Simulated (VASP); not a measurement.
Here is a VASP 6.6.1 calculation.

INCAR

```
SYSTEM = TiO2
ALGO = Normal
DIPOL = 0.5 0.5 0.500
EDIFF = 1E-6
ENCUT = 520
GGA = PE
IDIPOL = 3
ISIF = 2
ISMEAR = 0
LASPH = .TRUE.
LCHARG = .FALSE.
LDIPOL = .TRUE.
LREAL = Auto
LWAVE = .FALSE.
NBANDS = 114
NELM = 80
PREC = Accurate
SIGMA = 0.05
```

Contents of KPOINTS:

```
k-points
0
G
  9 4 1
  0 0 0
```

POSCAR

```
TiO2
1.0
    2.9638682501      0.0000000000      0.0000000000
    0.0000000000      6.5666425305      0.0000000000
    0.0000000000      0.0000000000     27.4092664657
O Ti
16 8
Direct
    0.5000000000      0.0000000000      0.2686153702
    0.0000000000      0.6884520380      0.3122652879
    0.0000000000      0.3115479620      0.3122652879
    0.5000000000      0.0000000000      0.3627036888
    0.5000000000      0.5000000000      0.3911920915
    0.0000000000      0.1958816060      0.4376183184
    0.0000000000      0.8041183940      0.4376183184
    0.5000000000      0.5000000000      0.4856112877
    0.5000000000      0.0000000000      0.5143886745
    0.0000000000      0.6958815962      0.5623816817
    0.0000000000      0.3041184038      0.5623816817
    0.5000000000      0.0000000000      0.6088079132
    0.5000000000      0.5000000000      0.6372963259
    0.0000000000      0.1884520694      0.6877347237
    0.0000000000      0.8115479306      0.6877347237
    0.5000000000      0.5000000000      0.7313846439
    0.0000000000      0.0000000000      0.3074147832
    0.5000000000      0.5000000000      0.3256523187
    0.0000000000      0.5000000000      0.4443728255
    0.5000000000      0.0000000000      0.4288605164
    0.0000000000      0.0000000000      0.5556271343
    0.5000000000      0.5000000000      0.5711394756
    0.0000000000      0.5000000000      0.6925852309
    0.5000000000      0.0000000000      0.6743476964
```

Potentials or basis: VASP PAW PBE potentials, release 64 (O, Ti_sv).

The run is started by

```sh
$ cat potpaw_PBE.64/O/POTCAR potpaw_PBE.64/Ti_sv/POTCAR > POTCAR
$ mpirun -np 1 vasp_std > vasp.out
```

Estimate the largest force.

0.113 eV/Å.

Estimate the band gap on the k mesh.

2.09 eV.

Forces in eV/Å, atoms in the order of the input:
```
O    0.000  0.000 -0.113
O    0.000  0.042 -0.015
O    0.000 -0.042 -0.015
O    0.000  0.000 -0.074
O    0.000  0.000  0.077
O    0.000  0.021  0.006
O    0.000 -0.021  0.006
O    0.000  0.000  0.094
O    0.000  0.000 -0.094
O    0.000  0.021 -0.006
O    0.000 -0.021 -0.006
O    0.000  0.000 -0.077
O    0.000  0.000  0.074
O    0.000  0.042  0.015
O    0.000 -0.042  0.015
O    0.000  0.000  0.113
Ti   0.000  0.000  0.094
Ti   0.000  0.000 -0.086
Ti   0.000  0.000 -0.050
Ti   0.000  0.000  0.068
Ti   0.000  0.000  0.050
Ti   0.000  0.000 -0.068
Ti   0.000  0.000 -0.094
Ti   0.000  0.000  0.086
```
